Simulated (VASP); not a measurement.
A run of VASP 6.6.1:

The input INCAR:

```
PREC     = Accurate       # precision mode
ENCUT    = 520            # plane-wave cutoff, eV
EDIFF    = 1E-6           # SCF threshold, eV
ISMEAR   = -1             # smearing method
SIGMA    = 0.05           # smearing width, eV
LREAL    = F              # projectors in reciprocal space
LASPH    = T              # aspherical terms in the spheres
NELM     = 150            # most SCF steps
ALGO     = Normal         # electronic algorithm
ISIF     = 2              # what is computed and relaxed
LWAVE    = F              # write WAVECAR
LCHARG   = F              # write CHGCAR
ISPIN    = 2              # spin polarisation
MAGMOM   = 2.414          # initial moments
LORBIT   = 11             # projections on sites
LMAXMIX  = 4              # l up to which the mixer works
GGA      = B5             # functional
ALDAX    = 1.0          
AGGAX    = 1.0          
AGGAC    = 1.0          
ALDAC    = 0.0          
NBANDS   = 14             # bands
```

The input KPOINTS:

```
Automatic mesh
0
Gamma
  21 21 21
```

Contents of POSCAR:

```
Fe
1.0
    2.4063866513      0.0000000000      0.0000000000
    0.0000000000      2.4063866513      0.0000000000
    0.0000000000      0.0000000000      2.4063866513
Fe
1
Direct
    0.0000000000      0.0000000000      0.0000000000
```

Potentials or basis: VASP PAW PBE potentials, release 64 (Fe).

Run with:

```console
$ cat potpaw_PBE.64/Fe/POTCAR > POTCAR
$ mpirun -np 1 vasp_std > vasp.out
```

Hardware: 1 thread of Intel Xeon 6975P-C (shared host).

Task: How long does it take, and how much memory?

Result: Run time: 88 s on 1 thread of Intel Xeon 6975P-C, on a shared host, peak memory 0.19 GiB. Counts: scf iterations 14, k points 286.
